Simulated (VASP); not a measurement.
A run of VASP 6.6.1:

POSCAR

```
Te
1.0
    0.0000000000      2.7532887992      2.7532887992
    2.7532887992      0.0000000000      2.7532887992
    2.7532887992      2.7532887992      0.0000000000
Te
2
Direct
   -0.1250000000     -0.1250000000     -0.1250000000
    0.1250000000      0.1250000000      0.1250000000
```

INCAR.step1

```
SYSTEM = Te
PREC = Accurate
ENCUT = 520
EDIFF = 1E-6
ISMEAR = -1
SIGMA = 0.1
LREAL = .FALSE.
LASPH = .TRUE.
NELM = 80
ALGO = Normal
ISIF = 2
LWAVE = .FALSE.
LCHARG = .TRUE.
GGA = PE
NBANDS = 13
```

File KPOINTS.step1:

```
Automatic mesh
0
G
  10 10 10
  0 0 0
```

INCAR.step2

```
SYSTEM = Te
PREC = Accurate
ENCUT = 520
EDIFF = 1E-6
ISMEAR = -5
SIGMA = 0.1
LREAL = .FALSE.
LASPH = .TRUE.
NELM = 80
ALGO = Normal
ISIF = 2
LWAVE = .FALSE.
LCHARG = .FALSE.
GGA = PE
LORBIT = 11
NEDOS = 2001
ICHARG = 11
```

Contents of KPOINTS.step2:

```
Automatic mesh
0
G
  15 15 15
  0 0 0
```

Potentials or basis: VASP PAW PBE potentials, release 64 (Te).

Run with:

```sh
$ cat potpaw_PBE.64/Te/POTCAR > POTCAR
$ cp INCAR.step1 INCAR
$ cp KPOINTS.step1 KPOINTS
$ mpirun -np 1 vasp_std > vasp.out
$ cp INCAR.step2 INCAR
$ cp KPOINTS.step2 KPOINTS
$ mpirun -np 1 vasp_std > vasp.out
```

Hardware: 1 thread of Intel(R) Xeon(R) Platinum 8259CL CPU @ 2.50GHz (Skylake/Cascade Lake), with other jobs on the host.

Problem. How long does it take, and how much memory?

Solution. Wall time 51 s on 1 thread of Intel(R) Xeon(R) Platinum 8259CL CPU @ 2.50GHz (Skylake/Cascade Lake) (shared host), peak memory 0.18 GiB. Counts: k points 120.
